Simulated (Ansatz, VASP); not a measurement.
Two plane-wave programs on MgO

INCAR

```
PREC = Accurate
ENCUT = 520
EDIFF = 1E-6
ISMEAR = 0
SIGMA = 0.05
LREAL = False
LASPH = True
NELM = 80
ALGO = Normal
ISIF = 2
LWAVE = False
LCHARG = True
GGA = PE
LELF = True
LVHAR = True
NBANDS = 16
```

The input KPOINTS:

```
Automatic mesh
0
Gamma
  9 9 6
```

Contents of POSCAR:

```
MgO
1.0
    3.5213164829      0.0000000000      0.0000000000
   -1.7606582415      3.0495495290      0.0000000000
    0.0000000000      0.0000000000      4.0274000000
Mg O
2 2
Direct
    0.6666666667      0.3333333333      0.7500000000
    0.3333333333      0.6666666667      0.2500000000
    0.6666666667      0.3333333333      0.2500000000
    0.3333333333      0.6666666667      0.7500000000
```

Input for Ansatz:

```yaml
crystal:
  lattice:
    - [3.5213164829, 0.0, 0.0]
    - [-1.7606582415, 3.049549529, 0.0]
    - [0.0, 0.0, 4.0274]
  atoms:
    - { symbol: Mg, position: [0.6666666667, 0.3333333333, 0.75] }
    - { symbol: Mg, position: [0.3333333333, 0.6666666667, 0.25] }
    - { symbol: O, position: [0.6666666667, 0.3333333333, 0.25] }
    - { symbol: O, position: [0.3333333333, 0.6666666667, 0.75] }
basis:
  ecutwfc: 520.0
kpoints:
  mp_grid: { grid: [9, 9, 6] }
hamiltonian:
  xc: pbe
  pseudopotentials: { kind: paw, azcp: { folder: soft_1 } }
scf:
  occupations: { method: gaussian, width: 0.05 }
output:
  forces: true
  stress: true
  eigenvalues: true
```

Alike in both runs: task single point; functional PBE; k mesh 9 × 9 × 6; occupations gaussian, width 0.05 eV; no spin polarisation.

```csv
,VASP,Ansatz
version,VASP 6.6.1,Ansatz 0.2.0
potentials or method,"VASP PAW PBE potentials, release 64 (Mg, O), cutoff 520 eV","scalar-relativistic, plane waves, PAW"
valence electrons in the cell,16,32
```

```csv
,VASP,Ansatz,Ansatz less VASP
gap on the k mesh at the Fermi level (eV),3.57,3.60,+0.020
least direct gap on the mesh (eV),3.57,3.60,+0.020
pressure (GPa),7.5,8.1,+0.63
"traceless stress, the component that is largest in VASP (GPa)",7.88,7.93,+0.049
```

The functional is the same, so the differences come from potentials, cutoffs and numerics. VASP's potentials hold 16 valence electrons a cell and Ansatz's 32, so a difference there can come from the potentials and not from the codes.
